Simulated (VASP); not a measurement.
# Te (Fd-3m) in VASP: notebook

Te is run at these levels: PBEsol; tasks: single point.

All numbers are computed with VASP 6.6.1; they aren't measurements. Logs are shortened: lines on timing, memory, paths and dates and some standing lists are left out, and cuts for length are marked.

## (1) The cell of the first run

The structure is cubic, space group Fd-3m (No. 227). The conventional cell has a = 6.328 Å, b = 6.328 Å, c = 6.328 Å, α = 90.00°, β = 90.00°, γ = 90.00°. Te (site symmetry -43m) has 4 Te at 2.74 Å within 3.6 Å.

This isn't the form of Te at room conditions, which is trigonal, of chains.

## (2) Single point, PBEsol

Input file INCAR:

```
  ALGO = Normal
  EDIFF = 1E-7
  ENCUT = 520
  GGA = PS
  ISIF = 2
  ISMEAR = -1
  LASPH = T
  LCHARG = T
  LELF = T
  LREAL = F
  LVHAR = T
  LWAVE = F
  NBANDS = 13
  NELM = 60
  PREC = Accurate
  SIGMA = 0.1
```

Input file KPOINTS:

```
k-points
0
Gamma
  11 11 11
```

Input file POSCAR:

```
Te
1.0
    0.0000000000      3.1642183658      3.1642183658
    3.1642183658      0.0000000000      3.1642183658
    3.1642183658      3.1642183658      0.0000000000
Te
2
Direct
   -0.1250000000     -0.1250000000     -0.1250000000
    0.1250000000      0.1250000000      0.1250000000
```

Potentials or basis: VASP PAW PBE potentials, release 64 (Te).

Command:

```
> cat potpaw_PBE.64/Te/POTCAR > POTCAR
> mpirun -np 1 vasp_std > vasp.out
```

OUTCAR:

```text
EDIFF = 1E-7
   ENCUT = 520
   GGA = PS
   ISIF = 2
   ISMEAR = -1
   LASPH = T
   LREAL = F
   NELM = 60
   PREC = Accurate

 ion  position               nearest neighbor table
   1  0.875  0.875  0.875-   2 2.74   2 2.74   2 2.74   2 2.74
   2  0.125  0.125  0.125-   1 2.74   1 2.74   1 2.74   1 2.74

  LATTYP: Found a face centered cubic cell.
 ALAT       =     6.3284367316

  Lattice vectors:

 A1 = (   0.0000000000,   3.1642183658,   3.1642183658)
 A2 = (   3.1642183658,   0.0000000000,   3.1642183658)
 A3 = (   3.1642183658,   3.1642183658,   0.0000000000)

Analysis of symmetry for initial positions (statically):
=====================================================================
 Subroutine PRICEL returns:
 Original cell was already a primitive cell.

 Routine SETGRP: Setting up the symmetry group for a
 face centered cubic supercell.

 Subroutine GETGRP returns: Found 48 space group operations
 (whereof 12 operations were pure point group operations)
 out of a pool of 48 trial point group operations.

The static configuration has the point symmetry D_3d.
 The point group associated with its full space group is O_h .

Analysis of symmetry for dynamics (positions and initial velocities):
=====================================================================
 Subroutine PRICEL returns:
 Original cell was already a primitive cell.

 Routine SETGRP: Setting up the symmetry group for a
 face centered cubic supercell.

 Subroutine GETGRP returns: Found 48 space group operations
 (whereof 12 operations were pure point group operations)
 out of a pool of 48 trial point group operations.

The dynamic configuration has the point symmetry D_3d.
 The point group associated with its full space group is O_h .

 Subroutine INISYM returns: Found 48 space group operations
 (whereof 12 operations are pure point group operations),
 and found     1 'primitive' translations

----------------------------------------------------------------------------------------

                                     Primitive cell

  volume of cell :      63.3621

  direct lattice vectors                    reciprocal lattice vectors
     0.000000000  3.164218366  3.164218366    -0.158016907  0.158016907  0.158016907
     3.164218366  0.000000000  3.164218366     0.158016907 -0.158016907  0.158016907
[... 91 lines left out ...]
   ISIF   =      2    stress and relaxation
   ISYM   =      2    0-nonsym 1-usesym 2-fastsym
   POTIM  = 0.5000    time-step for ionic-motion
   TEBEG  =    0.0;   TEEND  =   0.0 temperature during run
   PSTRESS=    0.0 pullay stress
   NELECT =      12.0000    total number of electrons
   NUPDOWN=      -1.0000    fix difference up-down
   EMIN   =  10.00;   EMAX   =-10.00  energy-range for DOS
   EFERMI =   0.00;   METHOD = LEGACY
   ISMEAR =    -1;   SIGMA  =   0.10  broadening in eV -4-tet -1-fermi 0-gaus
   EFERMI_NEDOS =   21; number of points for ismear=-14 and -15
   IALGO  =     38    algorithm
   IMIX   =      4    mixing-type and parameters
     AMIX     =   0.40;   BMIX     =  1.00
     AMIX_MAG =   1.60;   BMIX_MAG =  1.00
  volume/ion in A,a.u.               =      31.68       213.79
  Fermi-wavevector in a.u.,A,eV,Ry     =   0.940139  1.776605 12.025667  0.883862
  Thomas-Fermi vector in A             =   2.067521
   LORBIT       =      0    0 simple, 1 ext, 2 COOP (PROOUT), +10 PAW based schemes
   GGA     = PS    functional components
   LHFCALC =     F    Hartree Fock is set to
   AEXX    =    0.0000 exact exchange contribution
   IVDW    =     0    specifies the selected vdW correction
   LEPSILON=     F    determine dielectric tensor
   LRPA    =     F    only Hartree local field effects (RPA)
 non-spin polarized calculation
  energy-cutoff  :      520.00
  volume of cell :       63.36
 maximum number of plane-waves:      1731
 NGX is ok and might be reduce to    36
   NGX = 17   NGY = 17   NGZ = 17

 number of electron      11.9999999 magnetization

 Free energy of the ion-electron system (eV)
  ---------------------------------------------------
  ext. energy  EPLUGINS =         0.00000000
  ---------------------------------------------------
  free energy    TOTEN  =        -4.91219659 eV

  energy without entropy =       -4.85232429  energy(sigma->0) =       -4.88226044

 E-fermi :   7.1966     XC(G=0):  -9.3356

 val. band max:        7.1930956041   @ k =  -0.3636   0.2727   0.0909
 cond. band min:       7.1986016701   @ k =   0.2727   0.1818   0.0909
 fundamental gap:      0.0055060660
 Fermi energy:         7.1965996928

 k-point     1 :       0.0000    0.0000    0.0000
  band No.  band energies     occupation
      1      -8.3517      2.00000
      2      -0.0987      2.00000
      3       3.0593      2.00000
      4       3.0593      2.00000
      5       3.0593      2.00000
      6       5.9742      1.99999
      7       5.9742      1.99999
      8       5.9742      1.99999
      9      10.3808      0.00000
     10      12.8371      0.00000
     11      12.8371      0.00000
     12      14.3471      0.00000
     13      14.3471      0.00000
[... 354 lines left out ...]
  band No.  band energies     occupation
      1      -7.6192      2.00000
      2      -2.6648      2.00000
      3       1.4295      2.00000
      4       2.5042      2.00000
      5       4.1891      2.00000
      6       6.8771      1.92128
      7       6.9270      1.87363
      8       8.0128      0.00057
      9      11.4562      0.00000
     10      12.5484      0.00000
     11      12.6611      0.00000
     12      15.0544      0.00000
     13      16.1797      0.00000

 [... further k-points ...]

------------------------ aborting loop because EDIFF is reached ----------------------------------------

  FORCE on cell =-STRESS in cart. coord.  units (eV):
  Direction    XX          YY          ZZ          XY          YZ          ZX
  --------------------------------------------------------------------------------------
  -------------------------------------------------------------------------------------
  Total        8.0189173      8.0189173      8.0189173      0.0000000      0.0000000     -0.0000000
  in kB      202.7668629    202.7668629    202.7668629      0.0000000      0.0000000     -0.0000000
  external PRESSURE =     202.7668629 kB  Pullay stress =       0.0000000 kB

 VOLUME and BASIS-vectors are now :
 -----------------------------------------------------------------------------
  energy-cutoff  :      520.00
  volume of cell :       63.36
      direct lattice vectors                 reciprocal lattice vectors
     0.000000000  3.164218366  3.164218366    -0.158016907  0.158016907  0.158016907
     3.164218366  0.000000000  3.164218366     0.158016907 -0.158016907  0.158016907
     3.164218366  3.164218366  0.000000000     0.158016907  0.158016907 -0.158016907

 POSITION                                       TOTAL-FORCE (eV/Angst)
 -----------------------------------------------------------------------------------
      5.53738      5.53738      5.53738         0.000000      0.000000      0.000000
      0.79105      0.79105      0.79105        -0.000000     -0.000000     -0.000000
 -----------------------------------------------------------------------------------
    total drift:                               -0.000000      0.000000      0.000000

  FREE ENERGIE OF THE ION-ELECTRON SYSTEM (eV)
  ---------------------------------------------------
  free  energy   TOTEN  =        -4.9121965920 eV

  energy  without entropy=       -4.8523242916  energy(sigma->0) =       -4.88226044
```

Wall time 37 s (1 thread of Intel Xeon Platinum 8259CL at 2.50GHz (Skylake/Cascade Lake), shared host); peak memory 0.21 GiB.

Results:

```
Free energy            : -4.9122 eV
Pressure               : 20.3 GPa
Band gap on the k mesh : zero (bands 6 and 7 overlap by 1.87 eV)
```

Levels at points of the mesh, in eV from the Fermi level:
| k point | band 4 | band 5 | band 6 | band 7 | band 8 | band 9 |
| --- | --- | --- | --- | --- | --- | --- |
| (0.00, 0.00, 0.00) | -4.14 | -4.14 | -1.22 | -1.22 | -1.22 | 3.18 |

Caveat: the cell stands under pressure; the PAW data sets were made with another functional, which shifts forces and pressure a little; spin-orbit coupling is left out, which moves the levels of the heavy elements.

## (3) Single point, PBEsol

Input file INCAR:

```
SYSTEM = Te
PREC = Accurate ; ENCUT = 520
EDIFF = 1E-7 ; ISMEAR = -1
SIGMA = 0.1 ; LREAL = .FALSE.
LASPH = .TRUE. ; NELM = 60
ALGO = Normal ; ISIF = 2
LWAVE = .FALSE. ; LCHARG = .TRUE.
GGA = PS ; LELF = .TRUE.
LVHAR = .TRUE. ; NBANDS = 13
```

Input file KPOINTS:

```
Automatic mesh
0
G
  11 11 11
  0 0 0
```

POSCAR is that of step 2.

Potentials or basis: VASP PAW PBE potentials, release 64 (Te).

Command:

```
> cat potpaw_PBE.64/Te/POTCAR > POTCAR
> mpirun -np 1 vasp_std > vasp.out
```

Run time: 33 s. Hardware: 1 thread of Intel Xeon Platinum 8259CL at 2.50GHz (Skylake/Cascade Lake), shared host; peak memory 0.21 GiB.

It converged, with:

- Free energy: -4.9122 eV
- Pressure: 20.3 GPa
- Band gap on the k mesh: zero (bands 6 and 7 overlap by 1.87 eV)

Levels at points of the mesh, in eV from the Fermi level:
```
           k point  band 3  band 4  band 5  band 6  band 7  band 8  band 9  band 10
(0.00, 0.00, 0.00)   -4.14   -4.14   -4.14   -1.22   -1.22   -1.22    3.18     5.64
```

Caveat: the cell stands under pressure; the PAW data sets were made with another functional, which shifts forces and pressure a little; spin-orbit coupling is left out, which moves the levels of the heavy elements.
